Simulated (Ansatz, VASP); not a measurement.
**CaSc2OsO6 in VASP and in Ansatz**

The input POSCAR:

```
CaSc2OsO6
1.0
    0.0000000000      3.8739970000      3.8739970000
    3.8739970000      0.0000000000      3.8739970000
    3.8739970000      3.8739970000      0.0000000000
Sc Ca Os O
2 1 1 6
Direct
    0.2500000000      0.2500000000      0.2500000000
    0.7500000000      0.7500000000      0.7500000000
    0.5000000000      0.5000000000      0.5000000000
    0.0000000000      0.0000000000      0.0000000000
    0.7670000000      0.2330000000      0.2330000000
    0.2330000000      0.7670000000      0.2330000000
    0.2330000000      0.7670000000      0.7670000000
    0.7670000000      0.2330000000      0.7670000000
    0.2330000000      0.2330000000      0.7670000000
    0.7670000000      0.7670000000      0.2330000000
```

INCAR.step1

```
ALGO = Normal
EDIFF = 1E-4
ENCUT = 520
GGA = PE
ISMEAR = 1
LASPH = True
LCHARG = False
LREAL = False
LWAVE = True
NBANDS = 49
NELM = 60
PREC = Accurate
SIGMA = 0.2176
```

The input INCAR.step2:

```
ALGO = Normal
EDIFF = 1E-7
ENCUT = 520
ISIF = 2
ISMEAR = 1
ISTART = 1
LASPH = True
LCHARG = False
LMIXTAU = True
LREAL = False
LWAVE = False
METAGGA = R2SCAN
NBANDS = 49
NELM = 60
PREC = Accurate
SIGMA = 0.2176
```

The input KPOINTS:

```
k-points
0
Gamma
  8 8 8
```

Input for Ansatz:

```yaml
crystal:
  lattice:
    - [0.0, 3.873997, 3.873997]
    - [3.873997, 0.0, 3.873997]
    - [3.873997, 3.873997, 0.0]
  atoms:
    - { symbol: Sc, position: [0.25, 0.25, 0.25] }
    - { symbol: Sc, position: [0.75, 0.75, 0.75] }
    - { symbol: Ca, position: [0.5, 0.5, 0.5] }
    - { symbol: Os, position: [0.0, 0.0, 0.0] }
    - { symbol: O, position: [0.767, 0.233, 0.233] }
    - { symbol: O, position: [0.233, 0.767, 0.233] }
    - { symbol: O, position: [0.233, 0.767, 0.767] }
    - { symbol: O, position: [0.767, 0.233, 0.767] }
    - { symbol: O, position: [0.233, 0.233, 0.767] }
    - { symbol: O, position: [0.767, 0.767, 0.233] }
  symmetry: { tolerance: 0.0003 }
kpoints:
  mp_grid: { grid: [8, 8, 8], shift: [0, 0, 0] }
  band_path:
    path:
      - [0.375, 0.375, 0.75]
      - [0.0, 0.0, 0.0]
      - [0.5, 0.5, 0.5]
      - [0.5, 0.25, 0.75]
      - [0.5, 0.0, 0.5]
    npoints: 13
magnetization:
  spin_polarized: false
scf:
  occupations: { method: methfessel_paxton, width: 0.2176 }
  lower_state_search: "off"
  max_iter: 200
hamiltonian:
  pseudopotentials: { kind: paw }
  xc: r2scan
basis:
  ecutwfc: 500
  fft_grid_basis: typed
output:
  forces: true
  stress: true
  eigenvalues: true
  bader: true
  populations: true
  elf: true
  write_potential: true
  volumetric_format: npy
  dos:
    e_range: [-12, 8]
    de: 0.05
    projected: { site_lists: { Ca: [Ca], O: [O], Os: [Os], Sc: [Sc] } }
checkpoint:
  read: saved_state
```

Alike in both runs: task single point; functional r2SCAN; k mesh 8 × 8 × 8; occupations methfessel-paxton of order 1, width 0.2176 eV; no spin polarisation.

|  | VASP | Ansatz |
| --- | --- | --- |
| version | VASP 6.6.1 | Ansatz 0.2.0 |
| potentials or method | VASP PAW PBE potentials, release 64 (Sc_sv, Ca_sv, Os, O), cutoff 520 eV | PAW plane waves |
| valence electrons in the cell | 76 | 84 |

Ansatz gave:

| Quantity | Value |
| --- | --- |
| pressure (GPa) | 23.8 |
| rms of the force components (eV/Å) | 1.277 |

Task: What did VASP give for the same quantities?

Result: Pressure (GPa): 27.2; rms of the force components (eV/Å): 1.458.

VASP's potentials were made for PBE, not for r2SCAN. Atom by atom the forces differ by 0.181 eV/Å (rms over components). VASP's potentials hold 76 valence electrons a cell and Ansatz's 84, so a difference there can come from the potentials and not from the codes.

Neither program's run includes spin-orbit coupling.
